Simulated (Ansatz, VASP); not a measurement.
# Two plane-wave programs on BeS

INCAR

```
PREC = Accurate
ENCUT = 600
EDIFF = 1E-6
ISMEAR = 0
SIGMA = 0.1
LREAL = False
LASPH = True
NELM = 120
ALGO = Normal
ISIF = 2
LWAVE = False
LCHARG = False
GGA = PE
NBANDS = 11
GGA_COMPAT = False
```

The input KPOINTS:

```
Automatic mesh
0
Gamma
  6 6 6
```

Contents of POSCAR:

```
BeS
1.0
    0.0000000000      2.4979805500      2.4979805500
    2.4979805500      0.0000000000      2.4979805500
    2.4979805500      2.4979805500      0.0000000000
Be S
1 1
Direct
    0.0000000000      0.0000000000      0.0000000000
    0.7500000000      0.7500000000      0.7500000000
```

Input for Ansatz:

```yaml
crystal:
  lattice:
    - [0.0, 2.49798055, 2.49798055]
    - [2.49798055, 0.0, 2.49798055]
    - [2.49798055, 2.49798055, 0.0]
  atoms:
    - { symbol: Be, position: [0.0, 0.0, 0.0] }
    - { symbol: S, position: [0.75, 0.75, 0.75] }
basis:
  ecutwfc: 420
kpoints:
  mp_grid: { grid: [6, 6, 6] }
hamiltonian:
  xc: pbe
scf:
  occupations: { method: gaussian, width: 0.1 }
output:
  forces: true
  stress: true
  eigenvalues: true
```

Alike in both runs: task single point; functional PBE; k mesh 6 × 6 × 6; occupations gaussian, width 0.1 eV; no spin polarisation.

|  | VASP | Ansatz |
| --- | --- | --- |
| version | VASP 6.6.1 | Ansatz 0.2.0 |
| potentials or method | VASP PAW PBE potentials, release 64 (Be, S), cutoff 600 eV | scalar-relativistic, plane waves, PAW |
| valence electrons in the cell | 8 | 8 |

Ansatz gave:

```
gap on the k mesh at the Fermi level (eV) : 3.29
least direct gap on the mesh (eV)         : 5.16
pressure (GPa)                            : -5.9
```

Estimate VASP's values.

gap on the k mesh at the Fermi level (eV): 3.29; least direct gap on the mesh (eV): 5.16; pressure (GPa): -5.8.
